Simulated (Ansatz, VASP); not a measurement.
## One calculation of Te2Mo, two programs

```
Te Mo
1.0
    -1.77853   -3.08051    0.00000
     1.77853   -3.08051    0.00000
     0.00000    0.00000   21.20472
Te Mo
4 2
Cartesian
  0.0000 -4.1073 1.9933
  0.0000 -2.0537 9.5956
  0.0000 -4.1073 5.6091
  0.0000 -2.0537 13.2115
  0.0000 -4.1073 11.4035
  0.0000 -2.0537 3.8012
```

Alike in both runs: task single point; functional PBE; k mesh 9 × 9 × 2; occupations gaussian, width 0.05 eV; no spin polarisation.

```csv
,VASP,Ansatz
version,VASP 6.6.1,Ansatz 0.2.0
potentials or method,"VASP PAW PBE potentials, release 64 (Te, Mo_sv), cutoff 520 eV","scalar-relativistic, plane waves, PAW"
valence electrons in the cell,52,92
```

|  | VASP | Ansatz | Ansatz less VASP |
| --- | --- | --- | --- |
| gap on the k mesh at the Fermi level (eV) | 1.05 | 1.05 | +0.001 |
| least direct gap on the mesh (eV) | 1.05 | 1.05 | +0.001 |
| rms of the force components (eV/Å) | 0.006 | 0.006 | -0.0005 |

Atom by atom the forces differ by 0.006 eV/Å (rms over components). VASP's potentials hold 52 valence electrons a cell and Ansatz's 92, so a difference there can come from the potentials and not from the codes.

Spin-orbit coupling is off throughout.
